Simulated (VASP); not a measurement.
# CrCuO2: single point with PBE

Crystal: CrCuO2.

```
CELL_PARAMETERS angstrom
1.50627 0.86964 5.70422
-1.50627 0.86964 5.70422
0.00000 -1.73929 5.70422
ATOMIC_POSITIONS crystal
Cr 0.50000 0.50000 0.50000
Cu 0.00000 0.00000 0.00000
O 0.10843 0.10843 0.10843
O 0.89157 0.89157 0.89157
```

```
Program                : VASP 6.6.1
Task                   : single point
Functional             : PBE
Potentials or basis    : VASP PAW PBE potentials, release 64 (Cr_pv, Cu, O)
Cutoff                 : 600 eV
k mesh                 : 14 × 14 × 14
Occupations            : gaussian, width 0.05 eV
Spin                   : no spin polarisation
Dipole correction      : no
Further INCAR settings : ALGO = Normal; EDIFF = 1e-06; NBANDS = 26
```

```
Pressure               : -6.8 GPa
Largest force          : 0.322 eV/Å
Band gap on the k mesh : zero (an odd number of electrons rules out a gap without spin polarisation)
```

Forces on the atoms (eV/Å):
```
Cr   0.000  0.000  0.000
Cu   0.000  0.000  0.000
O    0.000  0.000 -0.322
O    0.000  0.000  0.322
```

Stress tensor (GPa, compression positive):
```
-12.59   0.00   0.00
  0.00 -12.59   0.00
  0.00   0.00   4.77
```

Levels at points of the mesh, in eV from the Fermi level:
```
           k point  band 13  band 14  band 15  band 16  band 17  band 18  band 19  band 20  band 21  band 22
(0.00, 0.00, 0.00)    -2.60    -2.60    -2.31    -2.31    -0.60    -0.60    -0.22     1.73     2.63     2.63
(0.50, 0.00, 0.00)    -2.14    -2.02    -1.97    -1.13    -0.81     0.03     0.21     2.04     2.43     2.50
(0.50, 0.50, 0.00)    -2.57    -2.25    -2.02    -1.54    -0.27     0.04     0.22     1.93     2.31     2.60
(0.50, 0.50, 0.50)    -2.59    -2.59    -1.66    -1.66    -0.62    -0.62     0.36     2.44     2.44     2.60
```

Run time: 8 min on 1 thread of Intel(R) Xeon(R) 6975P-C (Granite Rapids), with other jobs on the host, peak memory 0.64 GiB.

Caveat: the cell stands under tension; an odd number of electrons without spin polarisation forces a metal; a magnetic or distorted state may lie lower; the run has no spin polarisation, though such a crystal can be magnetic; semilocal functionals often make such compounds metallic where correlation or magnetic order opens a gap, which also shifts bond lengths. Spin polarisation is off, so any magnetic state and its effect on volume and gap are missing.
